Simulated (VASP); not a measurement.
# Cs (I4/mmm) in VASP: a series of runs

The runs below take Cs through single point, with PBE.

Everything below comes from runs of VASP 6.6.1. Logs are shortened: lines on timing, memory, paths and dates and some standing lists are left out, and cuts for length are marked.

### 1 The cell of the first run

The structure is tetragonal, space group I4/mmm (No. 139). Conventional cell: a = 5.249 Å, b = 5.249 Å, c = 8.123 Å, α = 90.00°, β = 90.00°, γ = 90.00°.

### 2 Single point, PBE (biaxial strain in the a-b plane: -3.0 %)

Contents of INCAR:

```
PREC = Accurate
ENCUT = 520
EDIFF = 1E-6
ISMEAR = 0
SIGMA = 0.1
LREAL = False
LASPH = True
NELM = 100
ALGO = Fast
ISIF = 2
LWAVE = False
LCHARG = True
GGA = PE
LELF = True
LVHAR = True
NBANDS = 16
```

Contents of KPOINTS:

```
Automatic mesh
0
Gamma
  8 8 6
```

Contents of POSCAR:

```
Cs
1.0
    5.2487003963      0.0000000000      0.0000000000
    0.0000000000      5.2487003963      0.0000000000
    0.0000000000      0.0000000000      8.1231326320
Cs
2
Direct
    0.0000000000      0.0000000000      0.0000000000
    0.5000000000      0.5000000000      0.5000000000
```

Potentials or basis: VASP PAW PBE potentials, release 64 (Cs_sv).

Run with:

```bash
$ cat potpaw_PBE.64/Cs_sv/POTCAR > POTCAR
$ mpirun -np 1 vasp_std > vasp.out
```

OUTCAR:

```text
PREC = Accurate
   ENCUT = 520
   EDIFF = 1E-6
   ISMEAR = 0
   LREAL = False
   LASPH = True
   NELM = 100
   ISIF = 2
   GGA = PE

 ion  position               nearest neighbor table
   1  0.000  0.000  0.000-
   2  0.500  0.500  0.500-

  LATTYP: Found a simple tetragonal cell.
 ALAT       =     5.2487003963
 C/A-ratio  =     1.5476464684

  Lattice vectors:

 A1 = (   5.2487003963,   0.0000000000,   0.0000000000)
 A2 = (   0.0000000000,   5.2487003963,   0.0000000000)
 A3 = (   0.0000000000,   0.0000000000,   8.1231326320)

Analysis of symmetry for initial positions (statically):
=====================================================================
 Subroutine PRICEL returns following result:

  LATTYP: Found a body centered tetragonal cell.
 ALAT       =     5.2487003963
 C/A-ratio  =     1.5476464684

  Lattice vectors:

 A1 = (   2.6243501982,  -2.6243501982,  -4.0615663160)
 A2 = (  -2.6243501982,   2.6243501982,  -4.0615663160)
 A3 = (   2.6243501982,   2.6243501982,   4.0615663160)

   2 primitive cells build up your supercell.

 Routine SETGRP: Setting up the symmetry group for a
 simple tetragonal supercell.

 Subroutine GETGRP returns: Found 16 space group operations
 (whereof 16 operations were pure point group operations)
 out of a pool of 16 trial point group operations.

The static configuration has the point symmetry D_4h.

Analysis of symmetry for dynamics (positions and initial velocities):
=====================================================================
 Subroutine PRICEL returns following result:

  LATTYP: Found a body centered tetragonal cell.
 ALAT       =     5.2487003963
 C/A-ratio  =     1.5476464684

  Lattice vectors:

 A1 = (   2.6243501982,  -2.6243501982,  -4.0615663160)
 A2 = (  -2.6243501982,   2.6243501982,  -4.0615663160)
 A3 = (   2.6243501982,   2.6243501982,   4.0615663160)

   2 primitive cells build up your supercell.

 Routine SETGRP: Setting up the symmetry group for a
 simple tetragonal supercell.

 Subroutine GETGRP returns: Found 16 space group operations
 (whereof 16 operations were pure point group operations)
 out of a pool of 16 trial point group operations.

The dynamic configuration has the point symmetry D_4h.

[... 90 lines left out ...]
   ISPIN  =      1    spin polarized calculation?
   LNONCOLLINEAR =      F non collinear calculations
   LSORBIT =      F    spin-orbit coupling
   LASPH  =      T    aspherical Exc in radial PAW
   ENCUT  =  520.0 eV  38.22 Ry    6.18 a.u.   9.76  9.76 15.10*2*pi/ulx,y,z
   NELM   =    100;   NELMIN=  2; NELMDL= -5     # of ELM steps
   EDIFF  = 0.1E-05   stopping-criterion for ELM
   LREAL  =      F    real-space projection
   EDIFFG = 0.1E-04   stopping-criterion for IOM
   NSW    =      0    number of steps for IOM
   IBRION =     -1    ionic relax: 0-MD 1-quasi-New 2-CG
   NFREE  =      0    steps in history (QN), initial steepest desc. (CG)
   ISIF   =      2    stress and relaxation
   ISYM   =      2    0-nonsym 1-usesym 2-fastsym
   POTIM  = 0.5000    time-step for ionic-motion
   TEBEG  =    0.0;   TEEND  =   0.0 temperature during run
   PSTRESS=    0.0 pullay stress
   NELECT =      18.0000    total number of electrons
   NUPDOWN=      -1.0000    fix difference up-down
   EMIN   =  10.00;   EMAX   =-10.00  energy-range for DOS
   EFERMI =   0.00;   METHOD = LEGACY
   ISMEAR =     0;   SIGMA  =   0.10  broadening in eV -4-tet -1-fermi 0-gaus
   EFERMI_NEDOS =   21; number of points for ismear=-14 and -15
   IALGO  =     68    algorithm
   IMIX   =      4    mixing-type and parameters
     AMIX     =   0.40;   BMIX     =  1.00
     AMIX_MAG =   1.60;   BMIX_MAG =  1.00
  volume/ion in A,a.u.               =     111.89       755.08
  Fermi-wavevector in a.u.,A,eV,Ry     =   0.706681  1.335433  6.794719  0.499398
  Thomas-Fermi vector in A             =   1.792526
   LORBIT       =      0    0 simple, 1 ext, 2 COOP (PROOUT), +10 PAW based schemes
   GGA     = PE    functional components
   LHFCALC =     F    Hartree Fock is set to
   AEXX    =    0.0000 exact exchange contribution
   IVDW    =     0    specifies the selected vdW correction
   LEPSILON=     F    determine dielectric tensor
   LRPA    =     F    only Hartree local field effects (RPA)
 non-spin polarized calculation
 RMM-DIIS sequential band-by-band and
 Gauss-broadening in eV      SIGMA  =   0.10
  energy-cutoff  :      520.00
  volume of cell :      223.78
 maximum number of plane-waves:      6068
 NGX is ok and might be reduce to    40
   NGX = 19   NGY = 19   NGZ = 31

 number of electron      17.9999997 magnetization

 Free energy of the ion-electron system (eV)
  ---------------------------------------------------
  ext. energy  EPLUGINS =         0.00000000
  ---------------------------------------------------
  free energy    TOTEN  =        -1.69943332 eV

  energy without entropy =       -1.68505945  energy(sigma->0) =       -1.69224639

 E-fermi :   0.5251     XC(G=0):  -5.4757

 val. band max:        0.5246592224   @ k =   0.5000   0.1250   0.1667
 cond. band min:       0.5472742211   @ k =   0.3750   0.3750   0.1667
 fundamental gap:      0.0226149987
 Fermi energy:         0.5250753465

 k-point     1 :       0.0000    0.0000    0.0000
  band No.  band energies     occupation
      1     -23.3170      2.00000
      2     -23.3098      2.00000
      3     -10.1921      2.00000
      4     -10.0948      2.00000
      5     -10.0948      2.00000
      6     -10.0601      2.00000
[... 433 lines left out ...]
      3     -10.1879      2.00000
      4     -10.1879      2.00000
      5     -10.1065      2.00000
      6     -10.1065      2.00000
[... 8 lines left out ...]
     15       3.2543      0.00000
     16       3.2544      0.00000

 [... further k-points ...]

------------------------ aborting loop because EDIFF is reached ----------------------------------------

  FORCE on cell =-STRESS in cart. coord.  units (eV):
  Direction    XX          YY          ZZ          XY          YZ          ZX
  --------------------------------------------------------------------------------------
  -------------------------------------------------------------------------------------
  Total        0.1730379      0.1730379      0.0641112      0.0000000      0.0000000      0.0000000
  in kB        1.2388670      1.2388670      0.4590050      0.0000000      0.0000000      0.0000000
  external PRESSURE =       0.9789130 kB  Pullay stress =       0.0000000 kB

 VOLUME and BASIS-vectors are now :
 -----------------------------------------------------------------------------
  energy-cutoff  :      520.00
  volume of cell :      223.78
      direct lattice vectors                 reciprocal lattice vectors
     5.248700396  0.000000000  0.000000000     0.190523353  0.000000000  0.000000000
     0.000000000  5.248700396  0.000000000     0.000000000  0.190523353  0.000000000
     0.000000000  0.000000000  8.123132632     0.000000000  0.000000000  0.123105216

 POSITION                                       TOTAL-FORCE (eV/Angst)
 -----------------------------------------------------------------------------------
      0.00000      0.00000      0.00000         0.000000      0.000000      0.000000
      2.62435      2.62435      4.06157        -0.000000     -0.000000     -0.000000
 -----------------------------------------------------------------------------------
    total drift:                                0.000000      0.000000     -0.000000

  FREE ENERGIE OF THE ION-ELECTRON SYSTEM (eV)
  ---------------------------------------------------
  free  energy   TOTEN  =        -1.6994333204 eV

  energy  without entropy=       -1.6850594499  energy(sigma->0) =       -1.69224639
```

stdout:

```text
POSCAR found type information on POSCAR Cs
 POSCAR found :  1 types and       2 ions
 scaLAPACK will be used
 LDA part: xc-table for (Slater+PW92), standard interpolation
 POSCAR, INCAR and KPOINTS ok, starting setup
 FFT: planning ... GRIDC
 FFT: planning ... GRID_SOFT
 FFT: planning ... GRID
 WAVECAR not read
 entering main loop
```

Wall time 78 s (1 thread of Intel Xeon 6975P-C (Granite Rapids), shared host); peak memory 0.38 GiB.

Results:

| Property | Result |
| --- | --- |
| Free energy | -1.6994 eV |
| Pressure | 0.1 GPa |
| Band gap on the k mesh | zero (bands 9 and 10 overlap by 1.67 eV) |

Stress tensor (GPa, compression positive):
```
0.12 0.00 0.00
0.00 0.12 0.00
0.00 0.00 0.05
```

Caveat: the cell differs from its parent crystal (biaxial strain in the a-b plane: -3.0 %); spin-orbit coupling is left out, which moves the levels of the heavy elements.

### 3 Single point, PBE (biaxial strain in the a-b plane: -2.0 %, then relaxed in part)

Contents of INCAR:

```
  ALGO = Fast
  EDIFF = 1E-7
  ENCUT = 520
  GGA = PE
  ISIF = 2
  ISMEAR = 0
  LASPH = True
  LCHARG = True
  LELF = True
  LREAL = False
  LVHAR = True
  LWAVE = False
  NBANDS = 16
  NELM = 100
  PREC = Accurate
  SIGMA = 0.1
```

Contents of KPOINTS:

```
k-points
0
Gamma
  8 8 6
```

Contents of POSCAR:

```
Cs
1.0
    5.3028107096      0.0000000000      0.0000000000
    0.0000000000      5.3028107096      0.0000000000
    0.0000000000      0.0000000000      8.0752556224
Cs
2
Direct
    0.0000000000      0.0000000000      0.0000000000
    0.5000000000      0.5000000000      0.5000000000
```

Potentials or basis: VASP PAW PBE potentials, release 64 (Cs_sv).

Run with:

```bash
$ cat potpaw_PBE.64/Cs_sv/POTCAR > POTCAR
$ mpirun -np 1 vasp_std > vasp.out
```

Run time: 74 s. Hardware: 1 thread of Intel Xeon 6975P-C (Granite Rapids), shared host; peak memory 0.39 GiB.

Results (log left out):

| Item | Value |
| --- | --- |
| Free energy | -1.7024 eV |
| Pressure | 0.1 GPa |
| Band gap on the k mesh | zero (bands 9 and 10 overlap by 1.66 eV) |

Levels at points of the mesh, in eV from the Fermi level:
```csv
k point,band 5,band 6,band 7,band 8,band 9,band 10,band 11,band 12,band 13,band 14
"(0.00, 0.00, 0.00)",-10.63,-10.59,-10.59,-10.59,-1.69,0.17,1.13,1.19,2.30,2.55
"(0.50, 0.00, 0.00)",-10.65,-10.65,-10.60,-10.60,-0.12,-0.12,1.22,1.22,1.54,1.54
"(0.50, 0.50, 0.00)",-10.66,-10.66,-10.64,-10.64,0.30,0.30,1.00,1.00,1.60,1.60
"(0.00, 0.00, 0.50)",-10.61,-10.61,-10.61,-10.61,-0.95,-0.95,1.57,1.57,1.98,1.98
"(0.50, 0.00, 0.50)",-10.62,-10.62,-10.60,-10.60,-0.03,-0.03,0.78,0.78,2.15,2.15
"(0.50, 0.50, 0.50)",-10.69,-10.69,-10.64,-10.64,0.71,0.71,1.27,1.27,1.27,1.27
```

Caveat: the cell differs from its parent crystal (biaxial strain in the a-b plane: -2.0 %, then relaxed in part); spin-orbit coupling is left out, which moves the levels of the heavy elements.

### 4 Single point, PBE (biaxial strain in the a-b plane: -3.0 %, then relaxed in part)

Contents of INCAR:

```
ALGO = Fast
EDIFF = 1E-6
ENCUT = 520
GGA = PE
ISIF = 2
ISMEAR = 0
LASPH = True
LCHARG = True
LELF = True
LREAL = False
LVHAR = True
LWAVE = False
NBANDS = 16
NELM = 80
PREC = Accurate
SIGMA = 0.1
```

KPOINTS is that of step 3.

Contents of POSCAR:

```
Cs
1.0
    5.2487003963      0.0000000000      0.0000000000
    0.0000000000      5.2487003963      0.0000000000
    0.0000000000      0.0000000000      8.2738790091
Cs
2
Direct
    0.0000000000      0.0000000000      0.0000000000
    0.5000000000      0.5000000000      0.5000000000
```

Potentials or basis: VASP PAW PBE potentials, release 64 (Cs_sv).

Run with:

```bash
$ cat potpaw_PBE.64/Cs_sv/POTCAR > POTCAR
$ mpirun -np 1 vasp_std > vasp.out
```

OUTCAR:

```text
EDIFF = 1E-6
   ENCUT = 520
   GGA = PE
   ISIF = 2
   ISMEAR = 0
   LASPH = True
   LREAL = False
   NELM = 80
   PREC = Accurate

 ion  position               nearest neighbor table
   1  0.000  0.000  0.000-
   2  0.500  0.500  0.500-

  LATTYP: Found a simple tetragonal cell.
 ALAT       =     5.2487003963
 C/A-ratio  =     1.5763671737

  Lattice vectors:

 A1 = (   5.2487003963,   0.0000000000,   0.0000000000)
 A2 = (   0.0000000000,   5.2487003963,   0.0000000000)
 A3 = (   0.0000000000,   0.0000000000,   8.2738790091)

Analysis of symmetry for initial positions (statically):
=====================================================================
 Subroutine PRICEL returns following result:

  LATTYP: Found a body centered tetragonal cell.
 ALAT       =     5.2487003963
 C/A-ratio  =     1.5763671737

  Lattice vectors:

 A1 = (   2.6243501982,  -2.6243501981,  -4.1369395046)
 A2 = (  -2.6243501982,   2.6243501981,  -4.1369395045)
 A3 = (   2.6243501982,   2.6243501982,   4.1369395045)

   2 primitive cells build up your supercell.
[... 177 lines left out ...]
  free energy    TOTEN  =        -1.70015441 eV

  energy without entropy =       -1.68587863  energy(sigma->0) =       -1.69301652

 E-fermi :   0.4806     XC(G=0):  -5.4290

 val. band max:        0.4642405434   @ k =   0.5000   0.1250   0.0000
 cond. band min:       0.4894569748   @ k =   0.5000   0.1250   0.1667
 fundamental gap:      0.0252164314
 Fermi energy:         0.4806338141

 k-point     1 :       0.0000    0.0000    0.0000
  band No.  band energies     occupation
      1     -23.3752      2.00000
      2     -23.3690      2.00000
      3     -10.2430      2.00000
      4     -10.1503      2.00000
      5     -10.1503      2.00000
      6     -10.1216      2.00000
[... 433 lines left out ...]
      3     -10.2437      2.00000
      4     -10.2437      2.00000
      5     -10.1640      2.00000
      6     -10.1640      2.00000
[... 8 lines left out ...]
     15       3.2067      0.00000
     16       3.2067      0.00000

 [... further k-points ...]

------------------------ aborting loop because EDIFF is reached ----------------------------------------

  FORCE on cell =-STRESS in cart. coord.  units (eV):
  Direction    XX          YY          ZZ          XY          YZ          ZX
  --------------------------------------------------------------------------------------
  -------------------------------------------------------------------------------------
  Total        0.1242377      0.1242377     -0.0097545      0.0000000      0.0000000      0.0000000
  in kB        0.8732753      0.8732753     -0.0685650      0.0000000      0.0000000      0.0000000
  external PRESSURE =       0.5593286 kB  Pullay stress =       0.0000000 kB

 VOLUME and BASIS-vectors are now :
 -----------------------------------------------------------------------------
  energy-cutoff  :      520.00
  volume of cell :      227.94
      direct lattice vectors                 reciprocal lattice vectors
     5.248700396  0.000000000  0.000000000     0.190523353  0.000000000  0.000000000
     0.000000000  5.248700396  0.000000000     0.000000000  0.190523353  0.000000000
     0.000000000  0.000000000  8.273879009     0.000000000  0.000000000  0.120862294

 POSITION                                       TOTAL-FORCE (eV/Angst)
 -----------------------------------------------------------------------------------
      0.00000      0.00000      0.00000        -0.000000     -0.000000      0.000000
      2.62435      2.62435      4.13694         0.000000      0.000000     -0.000000
 -----------------------------------------------------------------------------------
    total drift:                                0.000000      0.000000     -0.000000

  FREE ENERGIE OF THE ION-ELECTRON SYSTEM (eV)
  ---------------------------------------------------
  free  energy   TOTEN  =        -1.7001544138 eV

  energy  without entropy=       -1.6858786293  energy(sigma->0) =       -1.69301652
```

It took 64 s on 1 thread of Intel Xeon 6975P-C (Granite Rapids), shared host; peak memory 0.4 GiB.

What came out:

```yaml
Free_energy: -1.7002 eV
Pressure: 0.1 GPa
Band_gap_on_the_k_mesh: zero (bands 9 and 10 overlap by 1.67 eV)
```

Stress tensor (GPa, compression positive):
```
 0.09  0.00  0.00
 0.00  0.09  0.00
 0.00  0.00 -0.01
```

Caveat: the cell differs from its parent crystal (biaxial strain in the a-b plane: -3.0 %, then relaxed in part); spin-orbit coupling is left out, which moves the levels of the heavy elements.

(Continued in part 2 of 2.)

The gap in the log of VASP goes by the Fermi energy; the results here count the filled bands.